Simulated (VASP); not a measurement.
# NbAgCl3 (Pm-3m) in VASP: notebook

Runs on NbAgCl3. Level: PBE. Tasks: single point, relaxation of cell and atoms.

Everything below comes from runs of VASP 6.6.1. Logs are shortened: lines on timing, memory, paths and dates and some standing lists are left out, and cuts for length are marked.

### Step 1. The cell of the first run

Symmetry: Pm-3m, No. 221, cubic system. Conventional cell: a = 4.751 Å, b = 4.751 Å, c = 4.751 Å, α = 90.00°, β = 90.00°, γ = 90.00°. Nb (site symmetry m-3m) has 12 Cl at 3.36 Å and 8 Ag at 4.11 Å within 4.4 Å. Ag (site symmetry m-3m) has 6 Cl at 2.38 Å within 3.1 Å. Cl (site symmetry 4/mmm) has 2 Ag at 2.38 Å within 3.1 Å.

### Step 2. Single point, PBE

File INCAR:

```
SYSTEM = NbAgCl3
ALGO = Normal
EDIFF = 1E-6
ENCUT = 520
GGA = PE
ISIF = 2
ISMEAR = 0
LASPH = .TRUE.
LCHARG = .FALSE.
LREAL = .FALSE.
LWAVE = .FALSE.
NBANDS = 30
NELM = 80
PREC = Accurate
SIGMA = 0.1
```

File KPOINTS:

```
k-points
0
G
  4 4 4
  0 0 0
```

File POSCAR:

```
NbAgCl3
1.0
    4.7506209097      0.0000000000      0.0000000000
    0.0000000000      4.7506209097      0.0000000000
    0.0000000000      0.0000000000      4.7506209097
Nb Ag Cl
1 1 3
Direct
    0.0000000000      0.0000000000      0.0000000000
    0.5000000000      0.5000000000      0.5000000000
    0.0000000000      0.5000000000      0.5000000000
    0.5000000000      0.0000000000      0.5000000000
    0.5000000000      0.5000000000      0.0000000000
```

Potentials or basis: VASP PAW PBE potentials, release 64 (Nb_sv, Ag, Cl).

Launch:

```console
> cat potpaw_PBE.64/Nb_sv/POTCAR potpaw_PBE.64/Ag/POTCAR potpaw_PBE.64/Cl/POTCAR > POTCAR
> mpirun -np 1 vasp_std > vasp.out
```

OUTCAR:

```text
SYSTEM = NbAgCl3
   EDIFF = 1E-6
   ENCUT = 520
   GGA = PE
   ISIF = 2
   ISMEAR = 0
   LASPH = .TRUE.
   LREAL = .FALSE.
   NELM = 80
   PREC = Accurate

 ion  position               nearest neighbor table
   1  0.000  0.000  0.000-
   2  0.500  0.500  0.500-   3 2.38   4 2.38   5 2.38   5 2.38   4 2.38   3 2.38
   3  0.000  0.500  0.500-   2 2.38   2 2.38
   4  0.500  0.000  0.500-   2 2.38   2 2.38
   5  0.500  0.500  0.000-   2 2.38   2 2.38

  LATTYP: Found a simple cubic cell.
 ALAT       =     4.7506209097

  Lattice vectors:

 A1 = (   4.7506209097,   0.0000000000,   0.0000000000)
 A2 = (   0.0000000000,   4.7506209097,   0.0000000000)
 A3 = (   0.0000000000,   0.0000000000,   4.7506209097)

Analysis of symmetry for initial positions (statically):
=====================================================================
 Subroutine PRICEL returns:
 Original cell was already a primitive cell.

 Routine SETGRP: Setting up the symmetry group for a
 simple cubic supercell.

 Subroutine GETGRP returns: Found 48 space group operations
 (whereof 48 operations were pure point group operations)
 out of a pool of 48 trial point group operations.

The static configuration has the point symmetry O_h .

Analysis of symmetry for dynamics (positions and initial velocities):
=====================================================================
 Subroutine PRICEL returns:
 Original cell was already a primitive cell.

 Routine SETGRP: Setting up the symmetry group for a
 simple cubic supercell.

 Subroutine GETGRP returns: Found 48 space group operations
 (whereof 48 operations were pure point group operations)
 out of a pool of 48 trial point group operations.

The dynamic configuration has the point symmetry O_h .

 Subroutine INISYM returns: Found 48 space group operations
 (whereof 48 operations are pure point group operations),
 and found     1 'primitive' translations

----------------------------------------------------------------------------------------

                                     Primitive cell

  volume of cell :     107.2139

  direct lattice vectors                    reciprocal lattice vectors
     4.750620910  0.000000000  0.000000000     0.210498800  0.000000000  0.000000000
     0.000000000  4.750620910  0.000000000     0.000000000  0.210498800  0.000000000
     0.000000000  0.000000000  4.750620910     0.000000000  0.000000000  0.210498800

  length of vectors
     4.750620910  4.750620910  4.750620910     0.210498800  0.210498800  0.210498800

  position of ions in fractional coordinates (direct lattice)
     0.000000000  0.000000000  0.000000000
     0.500000000  0.500000000  0.500000000
     0.000000000  0.500000000  0.500000000
     0.500000000  0.000000000  0.500000000
     0.500000000  0.500000000  0.000000000

  ion indices of the primitive-cell ions
   primitive index   ion index
                 1           1
                 2           2
                 3           3
                 4           4
                 5           5

----------------------------------------------------------------------------------------

 KPOINTS: k-points

Automatic generation of k-mesh.
 Grid dimensions read from file:
 generate k-points for:    4    4    4

 Generating k-lattice:

  Cartesian coordinates                     Fractional coordinates (reciprocal lattice)
     0.052624700  0.000000000  0.000000000     0.250000000  0.000000000  0.000000000
     0.000000000  0.052624700  0.000000000     0.000000000  0.250000000  0.000000000
     0.000000000  0.000000000  0.052624700     0.000000000  0.000000000  0.250000000

  Length of vectors
     0.052624700  0.052624700  0.052624700

  Shift w.r.t. Gamma in fractional coordinates (k-lattice)
     0.000000000  0.000000000  0.000000000

 Subroutine IBZKPT returns following result:
 ===========================================

 Found     10 irreducible k-points:

 Following reciprocal coordinates:
            Coordinates               Weight
  0.000000  0.000000  0.000000      1.000000
  0.250000  0.000000  0.000000      6.000000
  0.500000  0.000000  0.000000      3.000000
  0.250000  0.250000  0.000000     12.000000
  0.500000  0.250000  0.000000     12.000000
  0.500000  0.500000  0.000000      3.000000
  0.250000  0.250000  0.250000      8.000000
  0.500000  0.250000  0.250000     12.000000
  0.500000  0.500000  0.250000      6.000000
  0.500000  0.500000  0.500000      1.000000
   k-points           NKPTS =     10   k-points in BZ     NKDIM =     10   number of bands    NBANDS=     30
   number of dos      NEDOS =    301   number of ions     NIONS =      5
   total plane-waves  NPLWV =  46656
   dimension x,y,z NGX =    36 NGY =   36 NGZ =   36
   dimension x,y,z NGXF=    72 NGYF=   72 NGZF=   72
   ions per type =               1   1   3
   NGX,Y,Z   is equivalent  to a cutoff of  12.60, 12.60, 12.60 a.u.
   NGXF,Y,Z  is equivalent  to a cutoff of  25.20, 25.20, 25.20 a.u.
 SYSTEM =  NbAgCl3
   PREC   = accura    normal or accurate (medium, high low for compatibility)
   ISTART =      0    job   : 0-new  1-cont  2-samecut
   ICHARG =      2    charge: 1-file 2-atom 10-const
   ISPIN  =      1    spin polarized calculation?
   LNONCOLLINEAR =      F non collinear calculations
   LSORBIT =      F    spin-orbit coupling
   LASPH  =      T    aspherical Exc in radial PAW
   ENCUT  =  520.0 eV  38.22 Ry    6.18 a.u.   8.83  8.83  8.83*2*pi/ulx,y,z
   NELM   =     80;   NELMIN=  2; NELMDL= -5     # of ELM steps
   EDIFF  = 0.1E-05   stopping-criterion for ELM
   LREAL  =      F    real-space projection
   EDIFFG = 0.1E-04   stopping-criterion for IOM
   NSW    =      0    number of steps for IOM
   IBRION =     -1    ionic relax: 0-MD 1-quasi-New 2-CG
   NFREE  =      0    steps in history (QN), initial steepest desc. (CG)
   ISIF   =      2    stress and relaxation
   ISYM   =      2    0-nonsym 1-usesym 2-fastsym
   POTIM  = 0.5000    time-step for ionic-motion
   TEBEG  =    0.0;   TEEND  =   0.0 temperature during run
   PSTRESS=    0.0 pullay stress
   NELECT =      45.0000    total number of electrons
   NUPDOWN=      -1.0000    fix difference up-down
   EMIN   =  10.00;   EMAX   =-10.00  energy-range for DOS
   EFERMI =   0.00;   METHOD = LEGACY
   ISMEAR =     0;   SIGMA  =   0.10  broadening in eV -4-tet -1-fermi 0-gaus
   EFERMI_NEDOS =   21; number of points for ismear=-14 and -15
   IALGO  =     38    algorithm
   IMIX   =      4    mixing-type and parameters
     AMIX     =   0.40;   BMIX     =  1.00
     AMIX_MAG =   1.60;   BMIX_MAG =  1.00
  volume/ion in A,a.u.               =      21.44       144.70
  Fermi-wavevector in a.u.,A,eV,Ry     =   1.225731  2.316296 20.441629  1.502417
  Thomas-Fermi vector in A             =   2.360758
   LORBIT       =      0    0 simple, 1 ext, 2 COOP (PROOUT), +10 PAW based schemes
   GGA     = PE    functional components
   LHFCALC =     F    Hartree Fock is set to
   AEXX    =    0.0000 exact exchange contribution
   IVDW    =     0    specifies the selected vdW correction
   LEPSILON=     F    determine dielectric tensor
   LRPA    =     F    only Hartree local field effects (RPA)
 non-spin polarized calculation
 Gauss-broadening in eV      SIGMA  =   0.10
  energy-cutoff  :      520.00
  volume of cell :      107.21
 maximum number of plane-waves:      2945
 NGX is ok and might be reduce to    36
   NGX = 17   NGY = 17   NGZ = 17

 number of electron      44.9999995 magnetization

 Free energy of the ion-electron system (eV)
  ---------------------------------------------------
  ext. energy  EPLUGINS =         0.00000000
  ---------------------------------------------------
  free energy    TOTEN  =       -14.78884959 eV

  energy without entropy =      -14.74891229  energy(sigma->0) =      -14.76888094

 E-fermi :   6.1976     XC(G=0): -10.0068

 val. band max:        6.1845270273   @ k =   0.5000   0.5000   0.0000
 cond. band min:       6.2395930478   @ k =   0.5000   0.5000   0.2500
 fundamental gap:      0.0550660206
 Fermi energy:         6.1976460039

 k-point     1 :       0.0000    0.0000    0.0000
  band No.  band energies     occupation
      1     -49.9257      2.00000
      2     -25.9735      2.00000
      3     -25.9735      2.00000
      4     -25.9735      2.00000
      5     -11.0682      2.00000
      6     -10.0094      2.00000
[... 22 lines left out ...]
     29      13.2666      0.00000
     30      13.2666      0.00000

 k-point     2 :       0.2500    0.0000    0.0000
  band No.  band energies     occupation
      1     -49.9257      2.00000
      2     -25.9750      2.00000
      3     -25.9733      2.00000
      4     -25.9733      2.00000
      5     -10.9183      2.00000
      6     -10.0758      2.00000
[... 22 lines left out ...]
     29      11.3695      0.00000
     30      12.9235      0.00000

 k-point     3 :       0.5000    0.0000    0.0000
  band No.  band energies     occupation
      1     -49.9256      2.00000
      2     -25.9766      2.00000
      3     -25.9732      2.00000
      4     -25.9732      2.00000
      5     -10.7172      2.00000
      6     -10.1919      2.00000
[... 22 lines left out ...]
     29      12.0674      0.00000
     30      12.1046      0.00000

 k-point     4 :       0.2500    0.2500    0.0000
  band No.  band energies     occupation
      1     -49.9256      2.00000
      2     -25.9749      2.00000
      3     -25.9748      2.00000
      4     -25.9732      2.00000
      5     -10.7737      2.00000
      6     -10.0828      2.00000
[... 154 lines left out ...]
     29      11.0785      0.00000
     30      12.1933      0.00000

 k-point     9 :       0.5000    0.5000    0.2500
  band No.  band energies     occupation
      1     -49.9255      2.00000
      2     -25.9760      2.00000
      3     -25.9760      2.00000
      4     -25.9744      2.00000
      5     -10.2594      2.00000
      6     -10.1465      2.00000
[... 22 lines left out ...]
     29      11.8028      0.00000
     30      12.2372      0.00000

 k-point    10 :       0.5000    0.5000    0.5000
  band No.  band energies     occupation
      1     -49.9255      2.00000
      2     -25.9758      2.00000
      3     -25.9758      2.00000
      4     -25.9758      2.00000
      5     -10.1398      2.00000
      6     -10.1398      2.00000
[... 22 lines left out ...]
     29      11.9980      0.00000
     30      11.9980      0.00000

------------------------ aborting loop because EDIFF is reached ----------------------------------------

  FORCE on cell =-STRESS in cart. coord.  units (eV):
  Direction    XX          YY          ZZ          XY          YZ          ZX
  --------------------------------------------------------------------------------------
  -------------------------------------------------------------------------------------
  Total        5.7124161      5.7124161      5.7124161     -0.0000000     -0.0000000      0.0000000
  in kB       85.3648914     85.3648914     85.3648914     -0.0000000     -0.0000000      0.0000000
  external PRESSURE =      85.3648914 kB  Pullay stress =       0.0000000 kB

 VOLUME and BASIS-vectors are now :
 -----------------------------------------------------------------------------
  energy-cutoff  :      520.00
  volume of cell :      107.21
      direct lattice vectors                 reciprocal lattice vectors
     4.750620910  0.000000000  0.000000000     0.210498800  0.000000000  0.000000000
     0.000000000  4.750620910  0.000000000     0.000000000  0.210498800  0.000000000
     0.000000000  0.000000000  4.750620910     0.000000000  0.000000000  0.210498800

 POSITION                                       TOTAL-FORCE (eV/Angst)
 -----------------------------------------------------------------------------------
      0.00000      0.00000      0.00000         0.000000      0.000000      0.000000
      2.37531      2.37531      2.37531         0.000000      0.000000      0.000000
      0.00000      2.37531      2.37531         0.000000      0.000000      0.000000
      2.37531      0.00000      2.37531         0.000000      0.000000      0.000000
      2.37531      2.37531      0.00000         0.000000      0.000000      0.000000
 -----------------------------------------------------------------------------------
    total drift:                                0.000000      0.000000      0.000000

  FREE ENERGIE OF THE ION-ELECTRON SYSTEM (eV)
  ---------------------------------------------------
  free  energy   TOTEN  =       -14.7888495897 eV

  energy  without entropy=      -14.7489122866  energy(sigma->0) =      -14.76888094
```

Wall time 70 s (1 thread of Intel Xeon 8259CL, shared host); peak memory 0.22 GiB.

What came out:

```yaml
Free_energy: -14.7888 eV
Pressure: 8.5 GPa
Band_gap_on_the_k_mesh: zero (an odd number of electrons rules out a gap without spin polarisation)
```

Caveat: the cell stands under pressure; an odd number of electrons without spin polarisation forces a metal; a magnetic or distorted state may lie lower.

### Step 3. Single point, PBE

This run uses another cell than the first one, of 24.73 Å³/atom.

File INCAR:

```
SYSTEM = NbAgCl3
PREC     = Accurate       ! precision mode
ENCUT    = 520            ! plane-wave cutoff, eV
EDIFF    = 1E-6           ! SCF threshold, eV
ISMEAR   = 0              ! smearing method
SIGMA    = 0.1            ! smearing width, eV
LREAL    = .False.        ! projectors in reciprocal space
LASPH    = .True.         ! aspherical terms in the spheres
NELM     = 100            ! most SCF steps
ALGO     = Normal         ! electronic algorithm
ISIF     = 2              ! what is computed and relaxed
LWAVE    = .False.        ! write WAVECAR
LCHARG   = .False.        ! write CHGCAR
GGA      = PE             ! functional
NBANDS   = 30             ! bands
```

File KPOINTS:

```
Automatic mesh
0
Gamma
  4 4 4
  0 0 0
```

Edit POSCAR of step 2 so:

```diff
@@ -2,5 +2,5 @@
 1.0
-    4.7506209097      0.0000000000      0.0000000000
-    0.0000000000      4.7506209097      0.0000000000
-    0.0000000000      0.0000000000      4.7506209097
+    4.9821598779      0.0000000000      0.0000000000
+    0.0000000000      4.9821598779      0.0000000000
+    0.0000000000      0.0000000000      4.9821598779
 Nb Ag Cl
```

Potentials or basis: VASP PAW PBE potentials, release 64 (Nb_sv, Ag, Cl).

Launch:

```console
> cat potpaw_PBE.64/Nb_sv/POTCAR potpaw_PBE.64/Ag/POTCAR potpaw_PBE.64/Cl/POTCAR > POTCAR
> mpirun -np 1 vasp_std > vasp.out
```

Wall time 1.8 min (1 thread of Intel Xeon 8259CL, shared host); peak memory 0.26 GiB.

The run converged. Its results:

```yaml
Free_energy: -15.1722 eV
Pressure: -0.1 GPa
Band_gap_on_the_k_mesh: zero (an odd number of electrons rules out a gap without spin polarisation)
```

Levels at points of the mesh, in eV from the Fermi level:
```csv
k point,band 20,band 21,band 22,band 23,band 24,band 25
"(0.00, 0.00, 0.00)",-3.12,-3.12,-0.50,-0.50,-0.30,-0.13
"(0.50, 0.00, 0.00)",-2.65,-1.88,-0.13,-0.12,0.13,0.42
"(0.50, 0.50, 0.00)",-2.75,-0.04,-0.01,0.20,0.25,0.43
"(0.50, 0.50, 0.50)",-0.16,-0.16,-0.16,0.06,0.06,0.20
```

Caveat: an odd number of electrons without spin polarisation forces a metal; a magnetic or distorted state may lie lower.

### Step 4. Single point, PBE

This run uses another cell than the first one, of 24.94 Å³/atom.

File INCAR:

```
  PREC = Accurate
  ENCUT = 520
  EDIFF = 1E-7
  ISMEAR = 0
  SIGMA = 0.1
  LREAL = False
  LASPH = True
  NELM = 80
  ALGO = Normal
  ISIF = 2
  LWAVE = False
  LCHARG = False
  GGA = PE
  NBANDS = 30
```

File KPOINTS:

```
regular mesh
0
Gamma
  8 8 8
```

Edit POSCAR of step 3 so:

```diff
@@ -2,5 +2,5 @@
 1.0
-    4.9821598779      0.0000000000      0.0000000000
-    0.0000000000      4.9821598779      0.0000000000
-    0.0000000000      0.0000000000      4.9821598779
+    4.9962846813      0.0000000000      0.0000000000
+    0.0000000000      4.9962846813      0.0000000000
+    0.0000000000      0.0000000000      4.9962846813
 Nb Ag Cl
```

Launch:

```console
> cat potpaw_PBE.64/Nb_sv/POTCAR potpaw_PBE.64/Ag/POTCAR potpaw_PBE.64/Cl/POTCAR > POTCAR
> mpirun -np 1 vasp_std > vasp.out
```

Run time: 5 min. Hardware: 1 thread of Intel Xeon 8259CL, shared host; peak memory 0.32 GiB.

Results (log left out):

```
Free energy            : -15.0970 eV
Pressure               : -0.1 GPa
Band gap on the k mesh : zero (an odd number of electrons rules out a gap without spin polarisation)
```

Levels at points of the mesh, in eV from the Fermi level:
```csv
k point,band 19,band 20,band 21,band 22,band 23,band 24,band 25,band 26
"(0.00, 0.00, 0.00)",-3.01,-3.01,-3.01,-0.46,-0.46,-0.26,-0.12,-0.12
"(0.50, 0.00, 0.00)",-2.52,-2.52,-1.75,-0.12,-0.09,0.15,0.43,0.43
"(0.50, 0.50, 0.00)",-2.62,-2.62,-0.04,0.02,0.27,0.30,0.44,0.44
"(0.50, 0.50, 0.50)",-2.60,-0.15,-0.15,-0.15,0.08,0.08,0.31,0.31
```

Caveat: an odd number of electrons without spin polarisation forces a metal; a magnetic or distorted state may lie lower.

### Step 5. Relaxation of cell and atoms, PBE

File INCAR:

```
SYSTEM = NbAgCl3
  PREC = Accurate
  ENCUT = 600
  EDIFF = 1E-6
  ISMEAR = 0
  SIGMA = 0.1
  LREAL = .FALSE.
  LASPH = .TRUE.
  NELM = 80
  ALGO = Normal
  ISIF = 3
  LWAVE = .FALSE.
  LCHARG = .FALSE.
  GGA = PE
  IBRION = 2
  NSW = 90
  EDIFFG = -0.04
```

File KPOINTS:

```
regular mesh
0
G
  4 4 4
  0 0 0
```

Edit POSCAR of step 4 so:

```diff
@@ -2,5 +2,5 @@
 1.0
-    4.9962846813      0.0000000000      0.0000000000
-    0.0000000000      4.9962846813      0.0000000000
-    0.0000000000      0.0000000000      4.9962846813
+    4.7506209097      0.0000000000      0.0000000000
+    0.0000000000      4.7506209097      0.0000000000
+    0.0000000000      0.0000000000      4.7506209097
 Nb Ag Cl
```

Launch:

```console
> cat potpaw_PBE.64/Nb_sv/POTCAR potpaw_PBE.64/Ag/POTCAR potpaw_PBE.64/Cl/POTCAR > POTCAR
> mpirun -np 1 vasp_std > vasp.out
```

Run time: 3.8 min. Hardware: 1 thread of Intel Xeon 8259CL, shared host; peak memory 0.27 GiB.

Results (log left out):

- Free energy: -15.1673 eV
- Relaxed volume: 24.67 Å³/atom
- Relaxed cell: a = 4.978 Å, b = 4.978 Å, c = 4.978 Å, α = 90.00°, β = 90.00°, γ = 90.00°
- Space group after relaxing (to 0.1 Å): Pm-3m (No. 221)
- Energy gained by relaxing: 75.6 meV/atom
- Ionic steps: 3
- Pressure after relaxing: 0.0 GPa

The path:
```tsv
step	energy change (eV)	largest force (eV/Å)	pressure (GPa)	volume (Å³)
1	0.0000	0.0000	8.58	107.21
2	-0.3716	0.0000	-0.82	126.03
3	-0.3782	0.0000	0.03	123.37
```

Final structure:
```xyz
5
Lattice="4.9782 0.0000 0.0000 0.0000 4.9782 0.0000 0.0000 0.0000 4.9782" Properties=species:S:1:pos:R:3 pbc="T T T"
Nb    0.0000    0.0000    0.0000
Ag    2.4891    2.4891    2.4891
Cl    0.0000    2.4891    2.4891
Cl    2.4891    0.0000    2.4891
Cl    2.4891    2.4891    0.0000
```

Levels at points of the mesh, in eV from the Fermi level:
```csv
k point,band 20,band 21,band 22,band 23,band 24,band 25
"(0.00, 0.00, 0.00)",-3.12,-3.12,-0.50,-0.50,-0.30,-0.13
"(0.50, 0.00, 0.00)",-2.66,-1.88,-0.13,-0.12,0.13,0.43
"(0.50, 0.50, 0.00)",-2.75,-0.04,-0.01,0.20,0.25,0.44
"(0.50, 0.50, 0.50)",-0.16,-0.16,-0.16,0.06,0.06,0.21
```

Caveat: the volume moved by over 15 % at a fixed basis, so the end points are rough; the highest band is partly filled, so the run has too few bands.

(Part 1 of 2 ends here.)
